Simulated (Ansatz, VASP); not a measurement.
One calculation of Ta2H, two programs

```
CELL_PARAMETERS angstrom
1.76247 -2.42933 0.00000
1.76247 2.42933 0.00000
0.00000 0.00000 4.87468
ATOMIC_POSITIONS crystal
Ta 0.00000 0.50000 0.26457
Ta 0.50000 0.00000 0.73543
H 0.00000 0.00000 0.00000
```

Alike in both runs: task single point; functional PBEsol; k mesh 10 × 10 × 6; no spin polarisation.

|  | VASP | Ansatz |
| --- | --- | --- |
| version | VASP 6.6.1 | Ansatz 0.2.0 |
| potentials or method | VASP PAW PBE potentials, release 64 (Ta_pv, H), cutoff 520 eV | plane waves, PAW |
| occupations | methfessel-paxton of order 1, width 0.15 eV | cold, width 0.15 eV |
| valence electrons in the cell | 23 | 27 |

```csv
,VASP,Ansatz,Ansatz less VASP
pressure (GPa),-16.7,-16.8,-0.08
"traceless stress, the component that is largest in VASP (GPa)",0.15,0.18,+0.033
```

VASP's potentials were made for PBE, not for PBEsol. VASP's potentials hold 23 valence electrons a cell and Ansatz's 27, so a difference there can come from the potentials and not from the codes.

Spin-orbit coupling is off throughout.
